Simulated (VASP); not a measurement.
Wanted: the native input for a VASP 6.6.1 run.

```
Task                   : single point
Functional             : LDA
Potentials or basis    : VASP PAW LDA potentials, release 64 (Pt)
Cutoff                 : 520 eV
k mesh                 : 19 × 19 × 19
Occupations            : fermi-dirac, width 0.1 eV
Spin                   : no spin polarisation
Dipole correction      : no
Further INCAR settings : ALGO = Normal; EDIFF = 1e-06; NBANDS = 11
```

The structure of Pt lies in POSCAR:

```
Pt
1.0
   -1.4402439000      1.4402439000      1.4402439000
    1.4402439000     -1.4402439000      1.4402439000
    1.4402439000      1.4402439000     -1.4402439000
Pt
1
Direct
    0.0000000000      0.0000000000      0.0000000000
```

This cell differs from its parent crystal: volume scaled by 0.8.

The input as run:

INCAR

```
PREC = Accurate
ENCUT = 520
EDIFF = 1E-6
ISMEAR = -1
SIGMA = 0.1
LREAL = False
LASPH = True
NELM = 60
ALGO = Normal
ISIF = 2
LWAVE = False
LCHARG = False
GGA = CA
NBANDS = 11
```

KPOINTS

```
regular mesh
0
Gamma
  19 19 19
```

Potentials or basis: VASP PAW LDA potentials, release 64 (Pt).

Launch:

```bash
$ cat potpaw_LDA.64/Pt/POTCAR > POTCAR
$ mpirun -np 1 vasp_std > vasp.out
```

It gave:

| Property | Result |
| --- | --- |
| Pressure | 119.7 GPa |
| Band gap on the k mesh | zero (band 5 reaches 17.56 eV, above the bottom of band 6 at 14.11 eV) |

Caveat: spin-orbit coupling is left out, which moves the levels of the heavy elements.

Wall time 9.4 s on 1 thread of Intel(R) Xeon(R) 6975P-C (Granite Rapids), with other jobs on the host, peak memory 0.14 GiB.
